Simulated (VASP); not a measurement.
Here is a VASP 6.6.1 calculation.

POSCAR

```
CdSe
1.0
    4.0193504288      0.0000000000      0.0000000000
   -2.0096752144      3.4808595781      0.0000000000
    0.0000000000      0.0000000000      6.6587298176
Cd Se
2 2
Direct
    0.0000000000      0.0000000000      0.0000000000
    0.0000000000      0.0000000000      0.5000000000
    0.3333333333      0.6666666667      0.2500000000
    0.6666666667      0.3333333333      0.7500000000
```

INCAR.step1

```
PREC = Accurate ; ENCUT = 520
ISMEAR = -1 ; SIGMA = 0.02
LREAL = False ; LASPH = True
NELM = 100 ; NBANDS = 26
GGA = PE ; ALGO = Normal
EDIFF = 1E-4 ; LWAVE = True
LCHARG = False
```

The input INCAR.step2:

```
PREC = Accurate ; ENCUT = 520
EDIFF = 1E-6 ; ISMEAR = -1
SIGMA = 0.02 ; LREAL = False
LASPH = True ; NELM = 100
ALGO = Normal ; ISIF = 2
LWAVE = False ; LCHARG = False
METAGGA = R2SCAN ; LMIXTAU = True
NBANDS = 26 ; ISTART = 1
```

File KPOINTS:

```
Automatic mesh
0
Gamma
  12 12 4
```

Potentials or basis: VASP PAW PBE potentials, release 64 (Cd, Se).

The run is started by

```console
$ cat potpaw_PBE.64/Cd/POTCAR potpaw_PBE.64/Se/POTCAR > POTCAR
$ cp INCAR.step1 INCAR
$ mpirun -np 1 vasp_std > vasp.out
$ cp INCAR.step2 INCAR
$ mpirun -np 1 vasp_std > vasp.out
```

Estimate the band gap on the k mesh.

0.52 eV (least direct gap 0.56 eV).

Predict the pressure.

0.3 GPa.

Caveat: semilocal functionals underestimate gaps, and a narrow one can read as zero; the PAW data sets were made with another functional, which shifts forces and pressure a little. A k mesh can miss the band edges.
